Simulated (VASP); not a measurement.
Input of a VASP 6.6.1 run:

Contents of INCAR:

```
SYSTEM = H19NO8
PREC = Accurate
ENCUT = 520
EDIFF = 1E-7
ISMEAR = -1
SIGMA = 0.05
LREAL = Auto
LASPH = .True.
NELM = 80
ALGO = Normal
ISIF = 2
LWAVE = .False.
LCHARG = .False.
GGA = PE
IVDW = 12
NBANDS = 56
```

File KPOINTS:

```
Automatic mesh
0
Gamma
  1 1 1
  0 0 0
```

The input POSCAR:

```
H19NO8
1.0
    6.0659390000      0.0000000000      0.0000000000
    0.0000000000      6.0659390000      0.0000000000
    0.0000000000      0.0000000000      6.0659390000
O H N
8 19 1
Direct
    0.2560691758      0.3195218415      0.4883332984
    0.6499900510      0.4852834821      0.2879356354
    0.7655039063      0.1803018461      0.8296159919
    0.8860952937      0.7022160955      0.5950603855
    1.1338392951      0.4454050725     -0.0635186078
   -0.1239709137      0.1209375828      0.2789015847
    0.5105062876      0.6594692100      0.8937115919
    0.4746008821      0.9325019589      0.4668362145
    0.3012559144      0.1565792205      0.4689463577
    0.4009766666      0.3806665382      0.4655503460
    0.6140846454      0.5757064158      0.1512544060
    0.6948965362      0.3437060610      0.2224057974
    0.8523824588      0.0783555522      0.7466939579
    0.7807365026      0.1093317951      0.9687370743
    1.0481806691      0.6590405871      0.6135571096
    0.8148614749      0.5976486081      0.4841459830
    1.0528460639      0.5850042343     -0.0417742414
    1.0640726852      0.3736107468     -0.1920395177
   -0.0239039661      0.2431940051      0.3283580662
    0.0257833124      0.0419720673      0.2018648720
    0.4004326453      0.5548522661      0.8383697891
    0.6423407819      0.6536828016      0.7942216366
    0.6179587365      0.9575104530      0.4091534715
    0.4887454358      0.8991847758      0.6215031177
    0.2424191869      0.2030518276      1.0348109336
    0.3995094576      0.0057369519      1.0862291889
    0.2389077767     -0.0183483546      0.8770282721
    0.2409519779      0.0308443590      1.0520217892
```

Potentials or basis: VASP PAW PBE potentials, release 64 (O, H, N).

Run with:

```bash
$ cat potpaw_PBE.64/O/POTCAR potpaw_PBE.64/H/POTCAR potpaw_PBE.64/N/POTCAR > POTCAR
$ mpirun -np 1 vasp_gam > vasp.out
```

Q: What does it give for the largest force?

A: 3.178 eV/Å.

Q: Predict the dispersion energy per atom.

A: -0.044 eV.

Q: Predict the pressure.

A: 0.2 GPa.

Q: Predict the band gap on the k mesh.

A: 4.39 eV.

Forces in eV/Å, atoms in the order of the input:
```
O   -0.513 -1.894  0.130
O   -0.214  0.651 -0.959
O   -0.489  0.414 -0.844
O    1.482 -0.730  0.399
O   -0.533  1.226 -0.594
O    2.799 -0.571 -0.519
O    1.196  0.589 -0.725
O   -1.889 -0.320  0.026
H   -0.325  1.170  0.300
H    0.672  0.916 -0.473
H   -0.242 -0.422  0.815
H    0.330 -0.082  0.404
H    0.282 -0.562 -1.351
H   -0.047  0.046  1.742
H   -2.134  0.255 -0.654
H    0.511  0.520  0.142
H    0.231 -0.874  0.033
H   -0.066  0.307  0.471
H   -0.873 -0.270  0.179
H   -1.604  0.219  0.303
H   -0.116 -0.251  0.318
H   -0.421 -0.150  0.345
H    1.661  0.428 -0.250
H    0.441 -0.146  0.437
H   -0.302 -0.695  0.257
H    0.894 -0.925  0.683
H   -0.224  0.460  2.445
N   -0.507  0.693 -3.060
```

Caveat: the k points lie up to 1.04 Å⁻¹ apart.
